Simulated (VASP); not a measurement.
A run of VASP 6.6.1 is set up as follows.

INCAR

```
SYSTEM = Al2Ru
ALGO = Normal
EDIFF = 1E-6
ENCUT = 520
ISIF = 2
ISMEAR = 0
LASPH = .TRUE.
LCHARG = .FALSE.
LREAL = .FALSE.
LWAVE = .FALSE.
NBANDS = 29
NELM = 100
PREC = Accurate
SIGMA = 0.03
```

The input KPOINTS:

```
k-points
0
G
  10 10 10
  0 0 0
```

Contents of POSCAR:

```
Al2Ru
1.0
    0.0000000000      4.0201801632      4.4196872779
    2.4411384855      0.0000000000      4.4196872779
    2.4411384855      4.0201801632      0.0000000000
Al Ru
4 2
Direct
    0.0788992938      0.4211007062      0.0788992938
    0.4211007062      0.0788992938      0.4211007062
    0.1711007062      0.8288992938      0.1711007062
    0.8288992938      0.1711007062      0.8288992938
    0.7500000000      0.7500000000      0.7500000000
    0.5000000000      0.5000000000      0.5000000000
```

Potentials or basis: VASP PAW LDA potentials, release 64 (Al, Ru_pv).

Command:

```console
$ cat potpaw_LDA.64/Al/POTCAR potpaw_LDA.64/Ru_pv/POTCAR > POTCAR
$ mpirun -np 1 vasp_std > vasp.out
```

**Question.** Predict the pressure.

**Answer.** -12.0 GPa.

**Question.** Predict the largest force.

**Answer.** 0.232 eV/Å.

Stress tensor (GPa, compression positive):
```
-16.92   0.00   0.00
  0.00  -8.53   0.00
  0.00   0.00 -10.66
```

Caveat: the stress differs along the axes, from -17 to -9 GPa.
